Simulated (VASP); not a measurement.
A run of VASP 6.6.1:

INCAR

```
SYSTEM = Si
PREC = Accurate
ENCUT = 520
EDIFF = 1E-8
ISMEAR = 0
SIGMA = 0.01
LREAL = .False.
LASPH = .True.
NELM = 60
ALGO = Normal
ISIF = 2
LWAVE = .False.
LCHARG = .False.
METAGGA = R2SCAN
LMIXTAU = .True.
LCALCEPS = .True.
```

File KPOINTS:

```
regular mesh
0
Gamma
  6 6 4
  0 0 0
```

POSCAR

```
Si
1.0
    3.8321295590      0.0000000000      0.0000000000
   -1.9160647795      3.3187215487      0.0000000000
    0.0000000000      0.0000000000      6.3412168605
Si
4
Direct
    0.3333333333      0.6666666667      0.0005609409
    0.6666666667      0.3333333333      0.5005609409
    0.3333333333      0.6666666667      0.3744390591
    0.6666666667      0.3333333333      0.8744390591
```

Potentials or basis: VASP PAW PBE potentials, release 64 (Si).

Launch:

```bash
$ cat potpaw_PBE.64/Si/POTCAR > POTCAR
$ mpirun -np 1 vasp_std > vasp.out
```

Hardware: 1 thread of AMD EPYC 9R45 96-Core Processor (Zen 5), with other jobs on the host.

**Question.** Estimate the wall time of this run.

**Answer.** Wall time 27 min on 1 thread of AMD EPYC 9R45 96-Core Processor (Zen 5) (shared host), peak memory 0.36 GiB. Counts: scf iterations 80, k points 21.
